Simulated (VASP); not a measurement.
# NaH in VASP: notebook

The runs below take NaH through G0W0 quasiparticle levels, with PBE.

All numbers are computed with VASP 6.6.1; they aren't measurements. Logs are shortened: lines on timing, memory, paths and dates and some standing lists are left out, and cuts for length are marked.

## Step 1: The cell of the first run

It takes space group R-3m (No. 166, trigonal). Conventional cell: a = 3.374 Å, b = 3.374 Å, c = 8.323 Å, α = 90.00°, β = 90.00°, γ = 120.00°. Na (site symmetry -3m) has 6 H at 2.39 Å within 3.2 Å. H (site symmetry -3m) has 6 Na at 2.39 Å within 3.2 Å.

## Step 2: G0W0 quasiparticle levels, PBE

POSCAR reads:

```
NaH
1.0
    0.0114975801      2.3970223071      2.3970223071
    2.3970223071      0.0114975801      2.3970223071
    2.3970223071      2.3970223071      0.0114975801
Na H
1 1
Direct
    0.0000000000      0.0000000000      0.0000000000
    0.5000000000      0.5000000000      0.5000000000
```

INCAR.step1 reads:

```
ALGO = Normal
EDIFF = 1E-8
ENCUT = 500
GGA = PE
ISMEAR = 0
LASPH = True
LCHARG = False
LREAL = False
LWAVE = True
NELM = 60
PREC = Accurate
SIGMA = 0.01
```

INCAR.step2 reads:

```
ALGO = Exact
EDIFF = 1E-8
ENCUT = 500
GGA = PE
ISMEAR = 0
ISTART = 1
LASPH = True
LCHARG = False
LOPTICS = True
LREAL = False
LWAVE = True
NBANDS = 119
NELM = 1
PREC = Accurate
SIGMA = 0.01
```

INCAR.step3 reads:

```
ALGO = EVGW0
EDIFF = 1E-8
ENCUT = 500
ENCUTGW = 150.0
GGA = PE
ISMEAR = 0
ISTART = 1
LASPH = True
LCHARG = False
LREAL = False
LWAVE = False
NBANDS = 119
NBANDSGW = 13
NELMGW = 1
NOMEGA = 96
OMEGAMAX = 20
PREC = Accurate
PRECFOCK = Fast
SIGMA = 0.01
```

KPOINTS reads:

```
k-points
0
Gamma
  6 6 6
```

Potentials or basis: VASP PAW PBE potentials, release 64 (Na_sv_GW, H_GW).

Started as:

```console
> cat potpaw_PBE.64/Na_sv_GW/POTCAR potpaw_PBE.64/H_GW/POTCAR > POTCAR
> cp INCAR.step1 INCAR
> mpirun -np 1 vasp_std > vasp.out
> cp INCAR.step2 INCAR
> mpirun -np 1 vasp_std > vasp.out
> cp INCAR.step3 INCAR
> mpirun -np 1 vasp_std > vasp.out
```

OUTCAR:

```text
EDIFF = 1E-8
   ENCUT = 500
   ENCUTGW = 150.0
   GGA = PE
   ISMEAR = 0
   ISTART = 1
   LASPH = True
   LREAL = False
   NELMGW = 1
   PREC = Accurate
   PRECFOCK = Fast

 ion  position               nearest neighbor table
   1  0.000  0.000  0.000-
   2  0.500  0.500  0.500-

  LATTYP: Found a trigonal (rhomboedric) cell.
 ALAT       =     3.3899209542
 COS(alpha) =     0.5047908026

  Lattice vectors:

 A1 = (   0.0114975801,   2.3970223071,   2.3970223071)
 A2 = (   2.3970223071,   0.0114975801,   2.3970223071)
 A3 = (   2.3970223071,   2.3970223071,   0.0114975801)

Analysis of symmetry for initial positions (statically):
=====================================================================
 Subroutine PRICEL returns:
 Original cell was already a primitive cell.

 Routine SETGRP: Setting up the symmetry group for a
 trigonal (rhombohedral) supercell.

 Subroutine GETGRP returns: Found 12 space group operations
 (whereof 12 operations were pure point group operations)
 out of a pool of 12 trial point group operations.

The static configuration has the point symmetry D_3d.

Analysis of symmetry for dynamics (positions and initial velocities):
=====================================================================
 Subroutine PRICEL returns:
 Original cell was already a primitive cell.

 Routine SETGRP: Setting up the symmetry group for a
 trigonal (rhombohedral) supercell.

 Subroutine GETGRP returns: Found 12 space group operations
 (whereof 12 operations were pure point group operations)
 out of a pool of 12 trial point group operations.

The dynamic configuration has the point symmetry D_3d.

 Subroutine INISYM returns: Found 12 space group operations
 (whereof 12 operations are pure point group operations),
 and found     1 'primitive' translations

----------------------------------------------------------------------------------------

                                     Primitive cell

  volume of cell :      27.3470

  direct lattice vectors                    reciprocal lattice vectors
     0.011497580  2.397022307  2.397022307    -0.210098968  0.209096016  0.209096016
     2.397022307  0.011497580  2.397022307     0.209096016 -0.210098968  0.209096016
     2.397022307  2.397022307  0.011497580     0.209096016  0.209096016 -0.210098968

  length of vectors
     3.389920954  3.389920954  3.389920954     0.362744902  0.362744902  0.362744902

  position of ions in fractional coordinates (direct lattice)
     0.000000000  0.000000000  0.000000000
     0.500000000  0.500000000  0.500000000

  ion indices of the primitive-cell ions
   primitive index   ion index
                 1           1
                 2           2

----------------------------------------------------------------------------------------

 KPOINTS: k-points

Automatic generation of k-mesh.
 Grid dimensions read from file:
 generate k-points for:    6    6    6

 Generating k-lattice:

  Cartesian coordinates                     Fractional coordinates (reciprocal lattice)
    -0.035016495  0.034849336  0.034849336     0.166666667  0.000000000 -0.000000000
     0.034849336 -0.035016495  0.034849336     0.000000000  0.166666667 -0.000000000
     0.034849336  0.034849336 -0.035016495     0.000000000  0.000000000  0.166666667

  Length of vectors
     0.060457484  0.060457484  0.060457484

  Shift w.r.t. Gamma in fractional coordinates (k-lattice)
     0.000000000  0.000000000  0.000000000

 Subroutine IBZKPT returns following result:
 ===========================================

 Found     32 irreducible k-points:

 Following reciprocal coordinates:
            Coordinates               Weight
  0.000000  0.000000  0.000000      1.000000
  0.166667  0.000000  0.000000      6.000000
  0.333333  0.000000  0.000000      6.000000
  0.500000 -0.000000  0.000000      3.000000
  0.166667  0.166667  0.000000      6.000000
  0.333333  0.166667  0.000000     12.000000
[... 16 lines left out ...]
  0.500000  0.500000  0.166667      6.000000
 -0.333333  0.500000  0.166667     12.000000
 [... further k-points ...]
   k-points           NKPTS =     32   k-points in BZ     NKDIM =    216   number of bands    NBANDS=    119
   number of dos      NEDOS =    301   number of ions     NIONS =      2
   total plane-waves  NPLWV =  21952
   dimension x,y,z NGX =    28 NGY =   28 NGZ =   28
   dimension x,y,z NGXF=    56 NGYF=   56 NGZF=   56
   ions per type =               1   1
   NGX,Y,Z   is equivalent  to a cutoff of  13.73, 13.73, 13.73 a.u.
   NGXF,Y,Z  is equivalent  to a cutoff of  27.46, 27.46, 27.46 a.u.
 SYSTEM =  unknown system
   PREC   = accura    normal or accurate (medium, high low for compatibility)
   ISTART =      1    job   : 0-new  1-cont  2-samecut
   ICHARG =      0    charge: 1-file 2-atom 10-const
   ISPIN  =      1    spin polarized calculation?
   LNONCOLLINEAR =      F non collinear calculations
   LSORBIT =      F    spin-orbit coupling
   LASPH  =      T    aspherical Exc in radial PAW
   ENCUT  =  500.0 eV  36.75 Ry    6.06 a.u.   6.18  6.18  6.18*2*pi/ulx,y,z
   NELM   =     60;   NELMIN=  2; NELMDL=  0     # of ELM steps
   EDIFF  = 0.1E-07   stopping-criterion for ELM
   LREAL  =      F    real-space projection
   EDIFFG = 0.1E-06   stopping-criterion for IOM
   NSW    =      0    number of steps for IOM
   IBRION =     -1    ionic relax: 0-MD 1-quasi-New 2-CG
   NFREE  =      0    steps in history (QN), initial steepest desc. (CG)
   ISIF   =      0    stress and relaxation
   ISYM   =      3    0-nonsym 1-usesym 2-fastsym
   POTIM  = 0.5000    time-step for ionic-motion
   TEBEG  =    0.0;   TEEND  =   0.0 temperature during run
   PSTRESS=    0.0 pullay stress
   NELECT =      10.0000    total number of electrons
   NUPDOWN=      -1.0000    fix difference up-down
   EMIN   =  10.00;   EMAX   =-10.00  energy-range for DOS
   EFERMI =   0.00;   METHOD = LEGACY
   ISMEAR =     0;   SIGMA  =   0.01  broadening in eV -4-tet -1-fermi 0-gaus
   EFERMI_NEDOS =   21; number of points for ismear=-14 and -15
   IALGO  =     38    algorithm
   IMIX   =      4    mixing-type and parameters
     AMIX     =   0.40;   BMIX     =  1.00
     AMIX_MAG =   1.60;   BMIX_MAG =  1.00
  volume/ion in A,a.u.               =      13.67        92.27
  Fermi-wavevector in a.u.,A,eV,Ry     =   1.170680  2.212264 18.646661  1.370491
  Thomas-Fermi vector in A             =   2.307135
   LORBIT       =      0    0 simple, 1 ext, 2 COOP (PROOUT), +10 PAW based schemes
   GGA     = PE    functional components
   LHFCALC =     T    Hartree Fock is set to
   PRECFOCK=fast      Normal, Fast or Accurate (Low or Medium for compatibility)
   ENCUT4O =  -1.0   cutoff for four orbital integrals eV
   NKREDX  =     1    reduce k-point grid by
   NKREDY  =     1    reduce k-point grid by
   NKREDZ  =     1    reduce k-point grid by
   AEXX    =    1.0000 exact exchange contribution
   HFSCREEN=    0.0000 screening length (either q_TF or 0.3 A-1)
   HFSCREENC=   0.0000 screening length for correlation (either q_TF or 0.3 A-1)
   ENCUTFOCK=  -1.0 apply spherical cutoff to Coloumb kernel
   IVDW    =     0    specifies the selected vdW correction
   LEPSILON=     F    determine dielectric tensor
   LRPA    =     F    only Hartree local field effects (RPA)
   LRPAFORCE           =     F    calculate RPA forces
   ENCUTGW             = 150.0    cutoff for response function in eV
   ENCUTGWSOFT         = 120.0    soft cutoff for Coulomb kernel in GW response function in eV
   ENCUTLF             =  -1.0    cutoff for local field effects
   NELMGW              =     1    number of iterations in solving QP/BSE equation
   NELMHF              =     1    number of iterations in the inner HF iteration
   NKREDLFX            =     1    NKREDLFY  =   1   NKREDLFZ  =   1
 non-spin polarized calculation
 Gauss-broadening in eV      SIGMA  =   0.01
  energy-cutoff  :      500.00
  volume of cell :       27.35
 maximum number of plane-waves:       713
 NGX is ok and might be reduce to    28
  NGX = 14; NGY = 14; NGZ = 14
   NGX = 13   NGY = 13   NGZ = 13
 maximum number of plane-waves:       122
 NGX is ok and might be reduce to    14

 QP shifts <psi_nk| G(iteration)W_0 |psi_nk>: iteration 1
 for sc-GW calculations column KS-energies equals QP-energies in previous step
 and V_xc(KS)=  KS-energies - (<T + V_ion + V_H > + <T+V_H+V_ion>^1  + <V_x>^1)

 k-point   1 :       0.0000    0.0000    0.0000
  band No.  KS-energies  QP-energies   sigma(KS)   V_xc(KS)     V^pw_x(r,r')   Z            occupation Imag(sigma)

      1     -51.2313     -59.5556     -40.6325     -29.2630     -49.1296       0.7322       2.0000       0.2958
      2     -23.1316     -28.1520     -35.0939     -28.3921     -41.4297       0.7491       2.0000       0.0721
      3     -23.1316     -28.1520     -35.0939     -28.3921     -41.4297       0.7491       2.0000       0.0721
      4     -23.1316     -28.1520     -35.0939     -28.3921     -41.4297       0.7491       2.0000       0.0721
      5      -4.7780      -6.3373     -11.2574      -8.9323     -13.9832       0.6706       2.0000       0.1587
      6       9.6274      10.3920      -9.7049     -10.8233      -4.9668       0.6837       0.0000      -0.2808
      7      14.6395      15.1139      -5.8686      -6.4812      -1.2640       0.7743       0.0000      -0.7526
      8      14.8095      15.2891      -5.8708      -6.4898      -1.2630       0.7747       0.0000      -0.7617
      9      14.8095      15.2891      -5.8708      -6.4898      -1.2630       0.7747       0.0000      -0.7617
     10      15.5673      16.7755      -7.3666      -8.7680      -2.8661       0.8621       0.0000      -0.9505
     11      15.7486      16.9480      -7.3642      -8.7925      -2.8637       0.8397       0.0000      -0.9626
     12      15.7486      16.9480      -7.3642      -8.7925      -2.8637       0.8397       0.0000      -0.9626
     13      16.6173      16.8519      -5.1673      -5.4554      -0.6103       0.8143       0.0000      -1.3177

 k-point   2 :       0.1667    0.0000    0.0000
  band No.  KS-energies  QP-energies   sigma(KS)   V_xc(KS)     V^pw_x(r,r')   Z            occupation Imag(sigma)

      1     -51.2293     -59.5662     -40.6360     -29.2670     -49.1335       0.7333       2.0000       0.2958
      2     -23.1579     -28.1496     -35.0277     -28.3212     -41.3558       0.7443       2.0000       0.0737
      3     -23.1345     -28.1528     -35.0853     -28.3846     -41.4212       0.7489       2.0000       0.0722
      4     -23.1345     -28.1528     -35.0853     -28.3846     -41.4212       0.7489       2.0000       0.0722
      5      -4.2935      -5.8884     -11.4131      -9.1014     -13.9293       0.6899       2.0000       0.1336
      6       8.0169       8.8221      -8.5498      -9.6632      -4.4426       0.7232       0.0000      -0.1413
      7      11.4803      11.9344      -6.9326      -7.5339      -2.2823       0.7552       0.0000      -0.5343
      8      13.5596      14.2589      -6.6050      -7.4836      -2.0977       0.7960       0.0000      -0.6715
      9      13.6897      14.3945      -6.6045      -7.4901      -2.0929       0.7957       0.0000      -0.6837
     10      16.8164      17.5779      -6.2784      -7.2232      -1.6421       0.8060       0.0000      -0.9989
     11      16.9318      17.6993      -6.2697      -7.2179      -1.6301       0.8094       0.0000      -0.9961
     12      17.2726      18.0762      -6.5475      -7.5130      -1.9167       0.8323       0.0000      -1.2385
     13      19.0073      20.0060      -7.2780      -8.5180      -2.5243       0.8054       0.0000      -1.0116
[... 344 lines left out ...]
      1     -51.2216     -59.6113     -40.6484     -29.2820     -49.1480       0.7381       2.0000       0.2960
      2     -23.2136     -28.1712     -34.8627     -28.1781     -41.1824       0.7416       2.0000       0.0763
      3     -23.1734     -28.1480     -34.9791     -28.2865     -41.3084       0.7433       2.0000       0.0736
      4     -23.1608     -28.1475     -35.0165     -28.3226     -41.3491       0.7450       2.0000       0.0727
      5      -1.5398      -3.1212     -12.4377     -10.2959     -14.0416       0.7383       2.0000       0.0555
      6       4.1733       4.8440      -7.0148      -7.8570      -3.8538       0.7963       0.0000      -0.0628
      7       6.8225       7.5005      -6.4612      -7.3433      -2.7399       0.7686       0.0000      -0.1001
      8      10.2503      11.0150      -7.1058      -8.1157      -3.0242       0.7573       0.0000      -0.2589
      9      10.8941      11.5014      -6.9944      -7.8142      -2.4557       0.7409       0.0000      -0.4108
     10      14.1067      14.8847      -7.4442      -8.4445      -2.7346       0.7776       0.0000      -0.7495
     11      20.9719      22.2086      -7.3647      -8.8346      -2.3848       0.8413       0.0000      -1.5249
     12      21.8553      22.9253      -6.5225      -7.7891      -1.8188       0.8448       0.0000      -1.3244
     13      24.6648      25.8197      -6.4027      -7.7699      -1.7711       0.8447       0.0000      -1.4085

 k-point  24 :      -0.3333    0.5000    0.1667
  band No.  KS-energies  QP-energies   sigma(KS)   V_xc(KS)     V^pw_x(r,r')   Z            occupation Imag(sigma)

      1     -51.2210     -59.6490     -40.6503     -29.2834     -49.1500       0.7415       2.0000       0.2960
      2     -23.2098     -28.1734     -34.8768     -28.1922     -41.1989       0.7425       2.0000       0.0755
      3     -23.1808     -28.1547     -34.9579     -28.2689     -41.2866       0.7436       2.0000       0.0737
      4     -23.1682     -28.1495     -34.9964     -28.2999     -41.3259       0.7439       2.0000       0.0737
      5      -1.1289      -2.7160     -12.7393     -10.6061     -14.2661       0.7440       2.0000       0.0519
      6       4.2383       4.8991      -6.7007      -7.5305      -3.5121       0.7964       0.0000      -0.0644
      7       6.1419       6.7916      -6.4182      -7.2543      -2.8365       0.7770       0.0000      -0.0888
      8       7.8384       8.7148      -7.0702      -8.2227      -3.1934       0.7604       0.0000      -0.1184
      9      14.1095      14.6943      -6.4730      -7.2000      -1.8785       0.8043       0.0000      -0.7566
     10      14.3687      15.2716      -7.9936      -9.1454      -3.2066       0.7839       0.0000      -0.7919
     11      20.0675      21.2213      -7.1251      -8.5134      -2.2916       0.8310       0.0000      -1.3080
     12      20.2628      21.1687      -6.2688      -7.3201      -1.5886       0.8617       0.0000      -1.3358
     13      24.1795      25.4729      -7.4321      -9.0167      -2.3741       0.8162       0.0000      -1.5347

 [... further k-points ...]
```

Run time: 28 min. Hardware: 1 thread of AMD EPYC 7R43 (Zen 3), shared host; peak memory 0.64 GiB.

Results:

* Quasiparticle gap: 6.11 eV
* Least direct quasiparticle gap: 7.01 eV
* Band gap of the starting levels on the mesh: 3.82 eV
* Least direct gap of the starting levels on the mesh: 4.68 eV

Caveat: the k points lie up to 0.38 Å⁻¹ apart; bands, screening cutoff and mesh are small and nothing is extrapolated, so the quasiparticle values aren't converged; the structure was generated, so it needn't be the stable form of NaH.

(Part 1 of 2 ends here.)
